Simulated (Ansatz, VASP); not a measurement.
Two plane-wave programs on BaZrO3

File INCAR:

```
PREC = Accurate ; ENCUT = 520
EDIFF = 1E-6 ; ISMEAR = 0
SIGMA = 0.05 ; LREAL = False
LASPH = True ; NELM = 150
ALGO = Normal ; ISIF = 2
LWAVE = False ; LCHARG = True
MAGMOM = 0 0 0 0 0 0 0 0 0 0 0 0 0 0 0 ; LORBIT = 11
LSORBIT = True ; GGA_COMPAT = False
LORBMOM = True ; LMAXMIX = 4
GGA = PE ; LVHAR = True
NBANDS = 55
```

The input KPOINTS:

```
regular mesh
0
Gamma
  6 6 6
```

Contents of POSCAR:

```
BaZrO3
1.0
    4.1815040793      0.0000000000      0.0000000000
    0.0000000000      4.1815040793      0.0000000000
    0.0000000000      0.0000000000      4.1815040793
Ba Zr O
1 1 3
Direct
    0.0000000000      0.0000000000      0.0000000000
    0.5000000000      0.5000000000      0.5000000000
    0.0000000000      0.5000000000      0.5000000000
    0.5000000000      0.5000000000      0.0000000000
    0.5000000000      0.0000000000      0.5000000000
```

Input for Ansatz:

```yaml
crystal:
  lattice:
    - [4.1815040793, 0.0, 0.0]
    - [0.0, 4.1815040793, 0.0]
    - [0.0, 0.0, 4.1815040793]
  atoms:
    - { symbol: Ba, position: [0.0, 0.0, 0.0] }
    - { symbol: Zr, position: [0.5, 0.5, 0.5] }
    - { symbol: O, position: [0.0, 0.5, 0.5] }
    - { symbol: O, position: [0.5, 0.5, 0.0] }
    - { symbol: O, position: [0.5, 0.0, 0.5] }
basis:
  ecutwfc: 420
  ecutrho_ratio: 4
kpoints:
  mp_grid: { grid: [6, 6, 6] }
  band_path:
    path:
      - [[0.0, 0.0, 0.0], [0.0, 0.5, 0.0], [0.5, 0.5, 0.0], [0.0, 0.0, 0.0], [0.5, 0.5, 0.5], [0.0, 0.5, 0.0]]
      - [[0.5, 0.5, 0.5], [0.5, 0.5, 0.0]]
    npoints: 10
hamiltonian:
  xc: pbe
scf:
  occupations: { method: gaussian, width: 0.05 }
output:
  forces: true
  stress: true
  eigenvalues: true
  populations: true
  eigenstates:
    nscf_kmesh: { grid: [8, 8, 8] }
    de_dk: true
    e_range: [-2.5, 5.756908630665]
  write_density: true
  write_potential: true
  elf: true
  volumetric_format: npy
magnetization:
  noncollinear: true
  spin_orbit: true
```

Alike in both runs: task single point; functional PBE; k mesh 6 × 6 × 6; occupations gaussian, width 0.05 eV; non-collinear spin, spin-orbit coupling.

```csv
,VASP,Ansatz
version,VASP 6.6.1,Ansatz 0.2.0
potentials or method,"VASP PAW PBE potentials, release 64 (Ba_sv, Zr_sv, O), cutoff 520 eV","plane waves, PAW"
valence electrons in the cell,40,40
```

```tsv
	VASP	Ansatz	Ansatz less VASP
pressure (GPa)	6.3	5.2	-1.08
```

With one functional, cell and mesh, what is left measures potentials, basis and numerics.
